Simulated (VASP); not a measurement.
Here is a VASP 6.6.1 calculation.

File INCAR:

```
  PREC = Accurate
  ENCUT = 520
  EDIFF = 1E-6
  ISMEAR = 0
  SIGMA = 0.05
  LREAL = F
  LASPH = T
  NELM = 60
  ALGO = Normal
  ISIF = 2
  LWAVE = F
  LCHARG = T
  GGA = PE
  LELF = T
  LVHAR = T
  NBANDS = 23
```

KPOINTS

```
regular mesh
0
Gamma
  7 7 7
```

File POSCAR:

```
LaC
1.0
    0.0000000000      2.8877638426      2.8877638426
    2.8877638426      0.0000000000      2.8877638426
    5.7755276852      5.7755276852      0.0000000000
La C
2 2
Direct
    0.0000000000      0.0000000000      0.0000000000
    0.0000000000      0.0000000000      0.5000000000
    0.2500000000      0.2500000000      0.1250000000
    0.2500000000      0.2500000000      0.6250000000
```

Potentials or basis: VASP PAW PBE potentials, release 64 (La, C).

Launch:

```console
$ cat potpaw_PBE.64/La/POTCAR potpaw_PBE.64/C/POTCAR > POTCAR
$ mpirun -np 1 vasp_std > vasp.out
```

(1) Estimate the pressure.

(2) What does it give for the band gap on the k mesh?

Results:

(1) -0.1 GPa.

(2) zero (bands 15 and 16 overlap by 1.53 eV).

Caveat: spin-orbit coupling is left out, which moves the levels of the heavy elements.
